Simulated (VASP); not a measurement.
GdSi3: single point with PBE+U

GdSi3:

```
Gd Si
1.0
     4.16475    0.00000    0.00000
     0.00000    4.16475    0.00000
     0.00000    0.00000    4.16475
Gd Si
1 3
Direct
  0.00000 0.00000 0.00000
  0.00000 0.50000 0.50000
  0.50000 0.50000 0.00000
  0.50000 0.00000 0.50000
```

```yaml
Program: VASP 6.6.1
Task: single point
Functional: PBE
Potentials_or_basis: VASP PAW PBE potentials, release 64 (Gd, Si)
Cutoff: 520 eV
k_mesh: 4 × 4 × 4
Occupations: gaussian, width 0.05 eV
Spin: collinear spin, ferromagnetic start
Starting_moments: "[7.72, 0.0, 0.0, 0.0] μB"
Hubbard_terms: Gd f U = 6.0 eV
Dipole_correction: no
Further_INCAR_settings: ALGO = Normal; EDIFF = 1e-06; NBANDS = 27
```

```json
{"Pressure": "-0.9 GPa", "Net moment": "7.25 μB per cell", "Site moments": "Gd +6.89; Si +0.00 μB", "Valence electrons inside the program's atomic spheres": "Gd 15.31; Si 1.56"}
```

Levels at points of the mesh, in eV from the Fermi level:
Spin up:
```tsv
k point	band 16	band 17	band 18	band 19	band 20	band 21
(0.00, 0.00, 0.00)	-3.14	-3.14	1.12	1.12	1.12	1.37
(0.50, 0.00, 0.00)	-3.49	-2.93	-0.28	-0.28	0.49	0.93
(0.50, 0.50, 0.00)	-2.20	-2.20	-0.69	-0.61	1.00	1.00
(0.50, 0.50, 0.50)	-3.54	-3.54	-3.54	1.49	3.50	3.50
```
Spin down:
```csv
k point,band 8,band 9,band 10,band 11,band 12,band 13,band 14,band 15
"(0.00, 0.00, 0.00)",-3.08,-3.08,-3.08,1.53,1.53,1.53,1.60,1.72
"(0.50, 0.00, 0.00)",-3.32,-3.32,-2.66,-0.29,-0.29,0.49,1.22,2.44
"(0.50, 0.50, 0.00)",-5.23,-1.93,-1.93,-0.71,-0.63,0.85,0.85,3.25
"(0.50, 0.50, 0.50)",-5.78,-3.26,-3.26,-3.26,2.03,3.54,3.54,3.54
```

Eigenvalues of the final occupation matrices:
```csv
site,spin,trace,eigenvalues
site 1 f,1,6.93,0.99 0.99 0.99 0.99 0.99 0.99 0.99
site 1 f,2,0.04,0.00 0.00 0.00 0.01 0.01 0.01 0.01
```

Run time: 41 s on 1 thread of Intel(R) Xeon(R) Platinum 8375C CPU @ 2.90GHz (Ice Lake), with other jobs on the host, peak memory 0.22 GiB.

Caveat: the k points lie up to 0.38 Å⁻¹ apart; spin-orbit coupling is left out, which moves the levels of the heavy elements. The state reached can hang on the start; a lower one may exist.
